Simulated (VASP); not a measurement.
**C: single point with PBE+D3(BJ)**

Slab: C, a slab with vacuum.

```
CELL_PARAMETERS angstrom
2.46572 0.00000 0.00000
-1.23286 2.13538 0.00000
0.00000 0.00000 17.50000
ATOMIC_POSITIONS crystal
C 0.33333 0.66667 0.25714
C 0.66667 0.33333 0.25714
C 0.50000 0.00000 0.46057
C 0.83333 0.66667 0.46057
```

```yaml
Program: VASP 6.6.1
Task: single point
Functional: PBE
Dispersion: D3(BJ)
Potentials_or_basis: VASP PAW PBE potentials, release 64 (C)
Cutoff: 520 eV
k_mesh: 15 × 15 × 1
Occupations: gaussian, width 0.1 eV
Spin: no spin polarisation
Dipole_correction: yes
Further_INCAR_settings: ALGO = Normal; EDIFF = 1e-07; NBANDS = 16
```

```yaml
Largest_force: 0.013 eV/Å
Band_gap_on_the_k_mesh: 0.31 eV, direct
Dispersion_energy_per_atom: -0.115 eV
```

Forces in eV/Å, atoms in the order of the input:
```
C    0.000 -0.005  0.009
C    0.000 -0.006  0.012
C    0.000  0.006 -0.012
C    0.000  0.005 -0.009
```

Levels at points of the mesh, in eV from the valence-band top:
| k point | band 4 | band 5 | band 6 | band 7 | band 8 | band 9 | band 10 | band 11 | band 12 | band 13 |
| --- | --- | --- | --- | --- | --- | --- | --- | --- | --- | --- |
| (0.00, 0.00, 0.00) | -7.09 | -2.88 | -2.88 | -2.88 | -2.88 | 3.52 | 3.99 | 4.90 | 6.54 | 6.73 |

It took 59 s on 1 thread of Intel(R) Xeon(R) 6975P-C (Granite Rapids), with other jobs on the host, peak memory 0.23 GiB.
